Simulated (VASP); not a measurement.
Runs of VASP 6.6.1 on SrTiO3 (Tausonite). The structure is that of space group Pm-3m (No. 221), or close to it. The cells are those of the table. 

```tsv
level	cell	gap on the mesh (eV)	pressure (GPa)
r2SCAN	a = 3.907 Å, 5 atoms	2.27	0.9
PBE	a = 3.907 Å, 5 atoms	1.85	4.7
PBE	a = 3.856 Å, 5 atoms	1.92	12.8
r2SCAN	a = 3.983 Å, 5 atoms	(c)	(a)
r2SCAN	a = 3.827 Å, 5 atoms	2.41	14.5
r2SCAN	a = 3.867 Å, 5 atoms	2.34	7.2
PBE	a = 3.936 Å, 5 atoms	(b)	(d)
PBE	a = 4.014 Å, 5 atoms	1.70	-8.2
```

Alike in all rows: task single point; potentials or basis VASP PAW PBE potentials, release 64 (Sr_sv, Ti_sv, O); no spin polarisation; k mesh 6 × 6 × 6; cutoff (eV) 520; smearing gaussian 0.01 eV.

Fill in the values left out.

(a) -8.9; (b) 1.81; (c) 2.14; (d) 0.6.

Caveats: the PAW data sets were made with another functional, which shifts forces and pressure a little (some runs).

A k mesh can miss the band edges, and the runs leave out spin-orbit coupling on Sr.
